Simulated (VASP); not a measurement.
The system is AlCr2C.

```
Al Cr C
1.0
     2.84132    0.00000    0.00000
    -1.42066    2.46065    0.00000
     0.00000    0.00000   12.69880
Al Cr C
2 4 2
Direct
  0.66667 0.33333 0.25000
  0.33333 0.66667 0.75000
  0.33333 0.66667 0.41578
  0.66667 0.33333 0.91578
  0.66667 0.33333 0.58422
  0.33333 0.66667 0.08422
  0.00000 0.00000 0.50000
  0.00000 0.00000 0.00000
```

```yaml
Program: VASP 6.6.1
Task: relaxation of cell and atoms
Functional: PBEsol
Potentials_or_basis: VASP PAW PBE potentials, release 64 (Al, Cr_pv, C)
Cutoff: 600 eV
k_mesh: 15 × 15 × 4
Occupations: gaussian, width 0.1 eV
Spin: no spin polarisation
```

At the start: pressure -6.4 GPa; volume 11.10 Å³/atom.

Task: Where does the relaxation end?

Result: Over 9 steps the energy falls by 6.3 meV/atom and the volume is 10.78 Å³/atom (-2.8 %); space group P6_3/mmc (No. 194, to 0.05 Å).

The path:
```csv
step,energy change (eV),largest force (eV/Å),pressure (GPa),volume (Å³)
1,0.0000,0.2705,-6.37,88.78
2,0.0757,0.8870,10.94,83.23
3,-0.0478,0.1392,-0.31,86.59
4,-0.0478,0.1473,-0.12,86.55
5,-0.0500,0.0294,0.01,86.30
6,-0.0501,0.0065,0.11,86.25
7,-0.0501,0.0085,0.06,86.26
8,-0.0501,0.0031,-0.16,86.31
9,-0.0501,0.0032,0.00,86.28
```

Final structure:
```
Al Cr C
1.0
     2.81332    0.00000    0.00000
    -1.40666    2.43640    0.00000
     0.00000    0.00000   12.58757
Al Cr C
2 4 2
Direct
  0.66667 0.33333 0.25000
  0.33333 0.66667 0.75000
  0.33333 0.66667 0.41561
  0.66667 0.33333 0.91561
  0.66667 0.33333 0.58439
  0.33333 0.66667 0.08439
  0.00000 0.00000 0.50000
  0.00000 0.00000 0.00000
```

Caveat: the PAW data sets were made with another functional, which shifts forces and pressure a little.
